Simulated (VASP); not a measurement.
# BAs (rocksalt type) (Fm-3m) in VASP: a series of runs

The runs below take BAs (rocksalt type) through single point, relaxation of cell and atoms, with PBE.

Program: VASP 6.6.1. These are calculated values, not measurements. Logs are shortened: lines on timing, memory, paths and dates and some standing lists are left out, and cuts for length are marked.

**1. The cell of the first run**

It takes space group Fm-3m (No. 225, cubic). Conventional cell: a = 4.616 Å, b = 4.616 Å, c = 4.616 Å, α = 90.00°, β = 90.00°, γ = 90.00°. B (site symmetry m-3m) has 6 As at 2.31 Å within 3.1 Å. As (site symmetry m-3m) has 6 B at 2.31 Å within 3.1 Å.

**2. Single point, PBE**

Input file INCAR:

```
ALGO = Normal ; EDIFF = 1E-6
ENCUT = 520 ; GGA = PE
ISIF = 2 ; ISMEAR = -1
LASPH = True ; LCHARG = True
LELF = True ; LREAL = False
LVHAR = True ; LWAVE = False
NBANDS = 11 ; NELM = 60
PREC = Accurate ; SIGMA = 0.08
```

Input file KPOINTS:

```
k-points
0
Gamma
  15 15 15
```

Input file POSCAR:

```
BAs
1.0
    0.0000000000      2.3078348217      2.3078348217
    2.3078348217      0.0000000000      2.3078348217
    2.3078348217      2.3078348217      0.0000000000
B As
1 1
Direct
    0.0000000000      0.0000000000      0.0000000000
    0.5000000000      0.5000000000      0.5000000000
```

Potentials or basis: VASP PAW PBE potentials, release 64 (B, As).

The run is started by

```
$ cat potpaw_PBE.64/B/POTCAR potpaw_PBE.64/As/POTCAR > POTCAR
$ mpirun -np 1 vasp_std > vasp.out
```

OUTCAR:

```text
EDIFF = 1E-6
   ENCUT = 520
   GGA = PE
   ISIF = 2
   ISMEAR = -1
   LASPH = True
   LREAL = False
   NELM = 60
   PREC = Accurate

 ion  position               nearest neighbor table
   1  0.000  0.000  0.000-   2 2.31   2 2.31   2 2.31   2 2.31   2 2.31   2 2.31
   2  0.500  0.500  0.500-   1 2.31   1 2.31   1 2.31   1 2.31   1 2.31   1 2.31

  LATTYP: Found a face centered cubic cell.
 ALAT       =     4.6156696434

  Lattice vectors:

 A1 = (   0.0000000000,   2.3078348217,   2.3078348217)
 A2 = (   2.3078348217,   0.0000000000,   2.3078348217)
 A3 = (   2.3078348217,   2.3078348217,   0.0000000000)

Analysis of symmetry for initial positions (statically):
=====================================================================
 Subroutine PRICEL returns:
 Original cell was already a primitive cell.

 Routine SETGRP: Setting up the symmetry group for a
 face centered cubic supercell.

 Subroutine GETGRP returns: Found 48 space group operations
 (whereof 48 operations were pure point group operations)
 out of a pool of 48 trial point group operations.

The static configuration has the point symmetry O_h .

Analysis of symmetry for dynamics (positions and initial velocities):
=====================================================================
 Subroutine PRICEL returns:
 Original cell was already a primitive cell.

 Routine SETGRP: Setting up the symmetry group for a
 face centered cubic supercell.

 Subroutine GETGRP returns: Found 48 space group operations
 (whereof 48 operations were pure point group operations)
 out of a pool of 48 trial point group operations.

The dynamic configuration has the point symmetry O_h .

 Subroutine INISYM returns: Found 48 space group operations
 (whereof 48 operations are pure point group operations),
 and found     1 'primitive' translations

----------------------------------------------------------------------------------------

                                     Primitive cell

  volume of cell :      24.5835

  direct lattice vectors                    reciprocal lattice vectors
     0.000000000  2.307834822  2.307834822    -0.216653287  0.216653287  0.216653287
     2.307834822  0.000000000  2.307834822     0.216653287 -0.216653287  0.216653287
     2.307834822  2.307834822  0.000000000     0.216653287  0.216653287 -0.216653287

  length of vectors
     3.263771305  3.263771305  3.263771305     0.375254501  0.375254501  0.375254501

  position of ions in fractional coordinates (direct lattice)
[... 81 lines left out ...]
   EDIFFG = 0.1E-04   stopping-criterion for IOM
   NSW    =      0    number of steps for IOM
   IBRION =     -1    ionic relax: 0-MD 1-quasi-New 2-CG
   NFREE  =      0    steps in history (QN), initial steepest desc. (CG)
   ISIF   =      2    stress and relaxation
   ISYM   =      2    0-nonsym 1-usesym 2-fastsym
   POTIM  = 0.5000    time-step for ionic-motion
   TEBEG  =    0.0;   TEEND  =   0.0 temperature during run
   PSTRESS=    0.0 pullay stress
   NELECT =       8.0000    total number of electrons
   NUPDOWN=      -1.0000    fix difference up-down
   EMIN   =  10.00;   EMAX   =-10.00  energy-range for DOS
   EFERMI =   0.00;   METHOD = LEGACY
   ISMEAR =    -1;   SIGMA  =   0.08  broadening in eV -4-tet -1-fermi 0-gaus
   EFERMI_NEDOS =   21; number of points for ismear=-14 and -15
   IALGO  =     38    algorithm
   IMIX   =      4    mixing-type and parameters
     AMIX     =   0.40;   BMIX     =  1.00
     AMIX_MAG =   1.60;   BMIX_MAG =  1.00
  volume/ion in A,a.u.               =      12.29        82.95
  Fermi-wavevector in a.u.,A,eV,Ry     =   1.126048  2.127922 17.251961  1.267983
  Thomas-Fermi vector in A             =   2.262728
   LORBIT       =      0    0 simple, 1 ext, 2 COOP (PROOUT), +10 PAW based schemes
   GGA     = PE    functional components
   LHFCALC =     F    Hartree Fock is set to
   AEXX    =    0.0000 exact exchange contribution
   IVDW    =     0    specifies the selected vdW correction
   LEPSILON=     F    determine dielectric tensor
   LRPA    =     F    only Hartree local field effects (RPA)
 non-spin polarized calculation
  energy-cutoff  :      520.00
  volume of cell :       24.58
 maximum number of plane-waves:       680
   NGX = 13   NGY = 13   NGZ = 13

 number of electron       7.9999999 magnetization

 Free energy of the ion-electron system (eV)
  ---------------------------------------------------
  ext. energy  EPLUGINS =         0.00000000
  ---------------------------------------------------
  free energy    TOTEN  =        -9.64012657 eV

  energy without entropy =       -9.62550425  energy(sigma->0) =       -9.63281541

 E-fermi :   7.2568     XC(G=0): -11.4154

 val. band max:        7.2408711771   @ k =   0.0000   0.0000   0.0000
 cond. band min:       7.2766579828   @ k =   0.2667   0.2000   0.0000
 fundamental gap:      0.0357868057
 Fermi energy:         7.2567831823

 k-point     1 :       0.0000    0.0000    0.0000
  band No.  band energies     occupation
      1      -8.6272      2.00000
      2       7.2409      1.09912
      3       7.2409      1.09912
      4       7.2409      1.09912
      5      10.6907      0.00000
      6      14.9184      0.00000
      7      14.9184      0.00000
      8      14.9184      0.00000
      9      16.1248      0.00000
     10      16.1248      0.00000
     11      16.1248      0.00000
[... 309 lines left out ...]
 k-point    24 :       0.2000    0.1333    0.0000
  band No.  band energies     occupation
      1      -7.8678      2.00000
      2       4.7090      2.00000
      3       5.9976      2.00000
      4       6.6290      1.99922
      5       9.6808      0.00000
      6      13.3701      0.00000
      7      14.0607      0.00000
      8      14.9707      0.00000
      9      15.2635      0.00000
     10      18.8830      0.00000
     11      18.9641      0.00000

 [... further k-points ...]
[... 5 lines left out ...]
  --------------------------------------------------------------------------------------
  -------------------------------------------------------------------------------------
  Total        0.0546390      0.0546390      0.0546390      0.0000000     -0.0000000     -0.0000000
  in kB        3.5609801      3.5609801      3.5609801      0.0000000     -0.0000000     -0.0000000
  external PRESSURE =       3.5609801 kB  Pullay stress =       0.0000000 kB

 VOLUME and BASIS-vectors are now :
 -----------------------------------------------------------------------------
  energy-cutoff  :      520.00
  volume of cell :       24.58
      direct lattice vectors                 reciprocal lattice vectors
     0.000000000  2.307834822  2.307834822    -0.216653287  0.216653287  0.216653287
     2.307834822  0.000000000  2.307834822     0.216653287 -0.216653287  0.216653287
     2.307834822  2.307834822  0.000000000     0.216653287  0.216653287 -0.216653287

 POSITION                                       TOTAL-FORCE (eV/Angst)
 -----------------------------------------------------------------------------------
      0.00000      0.00000      0.00000         0.000000      0.000000      0.000000
      2.30783      2.30783      2.30783        -0.000000      0.000000     -0.000000
 -----------------------------------------------------------------------------------
    total drift:                                0.000000     -0.000000     -0.000000

  FREE ENERGIE OF THE ION-ELECTRON SYSTEM (eV)
  ---------------------------------------------------
  free  energy   TOTEN  =        -9.6401265678 eV

  energy  without entropy=       -9.6255042463  energy(sigma->0) =       -9.63281541
```

OSZICAR:

```text
N       E                     dE             d eps       ncg     rms          rms(c)
DAV:   1     0.116212213688E+02    0.11621E+02   -0.38493E+03  2648   0.651E+02
DAV:   2    -0.923791393321E+01   -0.20859E+02   -0.20013E+02  3487   0.102E+02
DAV:   3    -0.985116638042E+01   -0.61325E+00   -0.60865E+00  3202   0.155E+01
DAV:   4    -0.985263232760E+01   -0.14659E-02   -0.14657E-02  2927   0.808E-01
DAV:   5    -0.985263346567E+01   -0.11381E-05   -0.11382E-05  3056   0.250E-02    0.373E+00
DAV:   6    -0.964174298684E+01    0.21089E+00   -0.78789E-01  2727   0.325E+00    0.184E+00
DAV:   7    -0.963939091645E+01    0.23521E-02   -0.60697E-02  3106   0.130E+00    0.873E-01
DAV:   8    -0.964009626816E+01   -0.70535E-03   -0.26453E-03  2787   0.362E-01    0.494E-02
DAV:   9    -0.964011752676E+01   -0.21259E-04   -0.22074E-04  3019   0.694E-02    0.390E-02
DAV:  10    -0.964012728981E+01   -0.97631E-05   -0.22842E-05  2922   0.321E-02    0.483E-03
DAV:  11    -0.964012656775E+01    0.72206E-06   -0.47877E-06  2919   0.858E-03
   1 F= -.96401266E+01 E0= -.96328154E+01  d E =-.146223E-01
```

stdout:

```text
POSCAR found type information on POSCAR B As
 POSCAR found :  2 types and       2 ions
 scaLAPACK will be used
 LDA part: xc-table for (Slater+PW92), standard interpolation
 POSCAR, INCAR and KPOINTS ok, starting setup
 FFT: planning ... GRIDC
 FFT: planning ... GRID_SOFT
 FFT: planning ... GRID
 WAVECAR not read
 entering main loop
```

Run time: 11 s. Hardware: 1 thread of Intel Xeon Platinum 8488C (Sapphire Rapids), shared host; peak memory 0.16 GiB.

Results:

| Property | Result |
| --- | --- |
| Free energy | -9.6401 eV |
| Pressure | 0.4 GPa |
| Band gap on the k mesh | zero (band 4 reaches 8.68 eV, above the bottom of band 5 at 3.89 eV) |

**3. Single point, PBE**

Input file INCAR:

```
SYSTEM = BAs
PREC = Accurate
ENCUT = 520
EDIFF = 1E-7
ISMEAR = -1
SIGMA = 0.08
LREAL = .False.
LASPH = .True.
NELM = 80
ALGO = Normal
ISIF = 2
LWAVE = .False.
LCHARG = .False.
GGA = PE
NBANDS = 11
```

Input file KPOINTS:

```
Automatic mesh
0
Gamma
  15 15 15
  0 0 0
```

POSCAR is that of step 2.

Potentials or basis: VASP PAW PBE potentials, release 64 (B, As).

The run is started by

```
$ cat potpaw_PBE.64/B/POTCAR potpaw_PBE.64/As/POTCAR > POTCAR
$ mpirun -np 1 vasp_std > vasp.out
```

Run time: 11 s. Hardware: 1 thread of Intel Xeon Platinum 8488C (Sapphire Rapids), shared host; peak memory 0.16 GiB.

Results (log left out):

```
Free energy            : -9.6401 eV
Pressure               : 0.3 GPa
Band gap on the k mesh : zero (band 4 reaches 8.68 eV, above the bottom of band 5 at 3.89 eV)
```

Levels at points of the mesh, in eV from the Fermi level:
| k point | band 1 | band 2 | band 3 | band 4 | band 5 | band 6 | band 7 | band 8 |
| --- | --- | --- | --- | --- | --- | --- | --- | --- |
| (0.00, 0.00, 0.00) | -15.88 | -0.02 | -0.02 | -0.02 | 3.43 | 7.66 | 7.66 | 7.66 |

**4. Relaxation of cell and atoms, PBE**

This run uses another cell than the first one, of 10.00 Å³/atom, 0.814 times its volume.

Input file INCAR:

```
SYSTEM = BAs
PREC     = Accurate       ! precision mode
ENCUT    = 600            ! plane-wave cutoff, eV
EDIFF    = 1E-6           ! SCF threshold, eV
ISMEAR   = -1             ! smearing method
SIGMA    = 0.08           ! smearing width, eV
LREAL    = .False.        ! projectors in reciprocal space
LASPH    = .True.         ! aspherical terms in the spheres
NELM     = 60             ! most SCF steps
ALGO     = Normal         ! electronic algorithm
ISIF     = 3              ! what is computed and relaxed
LWAVE    = .False.        ! write WAVECAR
LCHARG   = .False.        ! write CHGCAR
GGA      = PE             ! functional
IBRION   = 2              ! ionic algorithm
NSW      = 60             ! ionic steps
EDIFFG   = -0.005         ! ionic threshold
```

Input file KPOINTS:

```
regular mesh
0
Gamma
  15 15 15
  0 0 0
```

Input file POSCAR:

```
BAs
1.0
    0.0000000000      2.1544346900      2.1544346900
    2.1544346900      0.0000000000      2.1544346900
    2.1544346900      2.1544346900      0.0000000000
B As
1 1
Direct
    0.0000000000      0.0000000000      0.0000000000
    0.5000000000      0.5000000000      0.5000000000
```

Potentials or basis: VASP PAW PBE potentials, release 64 (B, As).

The run is started by

```
$ cat potpaw_PBE.64/B/POTCAR potpaw_PBE.64/As/POTCAR > POTCAR
$ mpirun -np 1 vasp_std > vasp.out
```

OUTCAR:

```text
SYSTEM = BAs
   PREC = Accurate
   ENCUT = 600
   EDIFF = 1E-6
   ISMEAR = -1
   LREAL = .False.
   LASPH = .True.
   NELM = 60
   ISIF = 3
   GGA = PE
   IBRION = 2
   NSW = 60
   EDIFFG = -0.005

 ion  position               nearest neighbor table
   1  0.000  0.000  0.000-   2 2.15   2 2.15   2 2.15   2 2.15   2 2.15   2 2.15
   2  0.500  0.500  0.500-   1 2.15   1 2.15   1 2.15   1 2.15   1 2.15   1 2.15

  LATTYP: Found a face centered cubic cell.
 ALAT       =     4.3088693800

  Lattice vectors:

 A1 = (   0.0000000000,   2.1544346900,   2.1544346900)
 A2 = (   2.1544346900,   0.0000000000,   2.1544346900)
 A3 = (   2.1544346900,   2.1544346900,   0.0000000000)

Analysis of symmetry for initial positions (statically):
=====================================================================
 Subroutine PRICEL returns:
 Original cell was already a primitive cell.
[... 550 lines left out ...]

--------------------------------------- Ionic step       15  -------------------------------------------

 number of electron       7.9999999 magnetization

------------------------ aborting loop because EDIFF is reached ----------------------------------------
[... 67 lines left out ...]
--------------------------------------- Ionic step       17  -------------------------------------------

 number of electron       7.9999999 magnetization

 Free energy of the ion-electron system (eV)
  ---------------------------------------------------
  ext. energy  EPLUGINS =         0.00000000
  ---------------------------------------------------
  free energy    TOTEN  =        -9.63976642 eV

  energy without entropy =       -9.62514425  energy(sigma->0) =       -9.63245533

 E-fermi :   7.2289     XC(G=0): -11.4054

 val. band max:        7.2143731785   @ k =   0.2000   0.0000   0.0000
 cond. band min:       7.2518773878   @ k =   0.2667   0.2000   0.0000
 fundamental gap:      0.0375042093
 Fermi energy:         7.2288865406

 k-point     1 :       0.0000    0.0000    0.0000
  band No.  band energies     occupation
      1      -8.6313      2.00000
      2       7.2142      1.09127
      3       7.2142      1.09127
      4       7.2142      1.09127
      5      10.6323      0.00000
      6      14.8757      0.00000
      7      14.8757      0.00000
      8      14.8757      0.00000
[... 282 lines left out ...]
  FREE ENERGIE OF THE ION-ELECTRON SYSTEM (eV)
  ---------------------------------------------------
  free  energy   TOTEN  =        -9.6397664179 eV

  energy  without entropy=       -9.6251442514  energy(sigma->0) =       -9.63245533

 reached required accuracy - stopping structural energy minimisation
```

OSZICAR:

```text
N       E                     dE             d eps       ncg     rms          rms(c)
DAV:   1     0.150126188531E+02    0.15013E+02   -0.46776E+03  1928   0.104E+03
DAV:   2    -0.931344784283E+01   -0.24326E+02   -0.23761E+02  2800   0.119E+02
DAV:   3    -0.956795507388E+01   -0.25451E+00   -0.25272E+00  2288   0.153E+01
[... 85 lines left out ...]
       N       E                     dE             d eps       ncg     rms          rms(c)
DAV:   1    -0.963977832815E+01   -0.31039E-04   -0.36773E-04  2512   0.142E-01    0.168E-02
DAV:   2    -0.963976973666E+01    0.85915E-05   -0.15983E-05  2488   0.246E-02    0.854E-03
DAV:   3    -0.963976691385E+01    0.28228E-05   -0.38388E-06  2176   0.119E-02    0.263E-03
DAV:   4    -0.963976641787E+01    0.49598E-06   -0.42340E-07   992   0.477E-03
  17 F= -.96397664E+01 E0= -.96324553E+01  d E =-.666016E-04
```

CONTCAR:

```text
BAs
   1.00000000000000
    -0.0000000000000000    2.3095926079280771    2.3095926079280771
     2.3095926079280771   -0.0000000000000000    2.3095926079280771
     2.3095926079280771    2.3095926079280771    0.0000000000000000
  B               As
     1     1
Direct
     0.0000000000000000    0.0000000000000000    1.0000000000000000
     0.5000000000000000    0.5000000000000000    0.5000000000000000

  0.00000000E+00  0.00000000E+00  0.00000000E+00
  0.00000000E+00  0.00000000E+00  0.00000000E+00
```

Wall time 47 s (1 thread of Intel Xeon Platinum 8488C (Sapphire Rapids), shared host); peak memory 0.16 GiB.

Results:

- Free energy: -9.6398 eV
- Relaxed volume: 12.32 Å³/atom
- Relaxed cell: a = 3.266 Å, b = 3.266 Å, c = 3.266 Å, α = 60.00°, β = 60.00°, γ = 60.00°
- Space group after relaxing (to 0.05 Å): Fm-3m (No. 225)
- Energy gained by relaxing: 256.6 meV/atom
- Ionic steps: 17
- Pressure after relaxing: 0.1 GPa
- Band gap on the k mesh: zero (band 4 reaches 8.65 eV, above the bottom of band 5 at 3.86 eV)

The path:
| step | energy change (eV) | largest force (eV/Å) | pressure (GPa) | volume (Å³) |
| --- | --- | --- | --- | --- |
| 1 | 0.0000 | 0.0000 | 42.25 | 20.00 |
| 2 | -0.3103 | 0.0000 | -14.18 | 28.65 |
| 3 | -0.5132 | 0.0000 | -0.16 | 24.68 |
| 4 | -0.5131 | 0.0000 | 0.37 | 24.58 |
| 5 | -0.5131 | 0.0000 | 0.37 | 24.58 |
| 6 | -0.5131 | 0.0000 | 0.36 | 24.58 |
| 7 | -0.5131 | 0.0000 | 0.35 | 24.58 |
| 8 | -0.5131 | 0.0000 | 0.35 | 24.58 |
| 9 | -0.5131 | 0.0000 | 0.35 | 24.58 |
| 10 | -0.5131 | 0.0000 | 0.35 | 24.58 |
| 11 | -0.5131 | 0.0000 | 0.34 | 24.58 |
| 12 | -0.5131 | 0.0000 | 0.34 | 24.59 |
| 13 | -0.5131 | 0.0000 | 0.33 | 24.59 |
| 14 | -0.5131 | 0.0000 | 0.32 | 24.59 |
| 15 | -0.5131 | 0.0000 | 0.29 | 24.60 |
| 16 | -0.5132 | 0.0000 | 0.21 | 24.61 |
| 17 | -0.5132 | 0.0000 | 0.05 | 24.64 |

Final structure:
```cif
data_structure
_symmetry_space_group_name_H-M 'P 1'
_symmetry_Int_Tables_number 1
_cell_length_a 3.2663
_cell_length_b 3.2663
_cell_length_c 3.2663
_cell_angle_alpha 60.000
_cell_angle_beta 60.000
_cell_angle_gamma 60.000
_cell_volume 24.64
loop_
_atom_site_label
_atom_site_type_symbol
_atom_site_fract_x
_atom_site_fract_y
_atom_site_fract_z
_atom_site_occupancy
B1 B 0.00000 0.00000 0.00000 1
As1 As 0.50000 0.50000 0.50000 1
```

Levels at points of the mesh, in eV from the Fermi level:
| k point | band 1 | band 2 | band 3 | band 4 | band 5 | band 6 | band 7 | band 8 |
| --- | --- | --- | --- | --- | --- | --- | --- | --- |
| (0.00, 0.00, 0.00) | -15.86 | -0.01 | -0.01 | -0.01 | 3.40 | 7.65 | 7.65 | 7.65 |

Caveat: the volume moved by over 15 % at a fixed basis, so the end points are rough.
